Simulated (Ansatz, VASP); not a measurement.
**AlNi in VASP and in Ansatz**

```
Ni Al
1.0
     1.93869   -1.95319    0.00000
     1.93869    1.95319    0.00000
     0.00000    0.00000    3.09943
Ni Al
1 1
Direct
  0.50000 0.50000 0.50000
  0.00000 0.00000 0.00000
```

Alike in both runs: task single point; functional LDA; k mesh 10 × 10 × 9; occupations fermi-dirac, width 0.05 eV; collinear spin.

|  | VASP | Ansatz |
| --- | --- | --- |
| version | VASP 6.6.1 | Ansatz 0.2.0 |
| potentials or method | VASP PAW LDA potentials, release 64 (Ni, Al), cutoff 520 eV | all-electron LAPW, scalar-relativistic |

```csv
,VASP,Ansatz,Ansatz less VASP
gap on the k mesh at the Fermi level (eV),none,none,-
pressure (GPa),-4.7,-5.1,-0.37
"traceless stress, the component that is largest in VASP (GPa)",-4.86,-4.71,+0.149
net moment per atom (μB),0.00,0.00,0.000
```

LDA's correlation is that of Perdew and Zunger in VASP and of Perdew and Wang (1992) in Ansatz. A gap of «none» marks a metal or a gap that the smearing closes. Ansatz ran all-electron here, and VASP with PAW potentials.
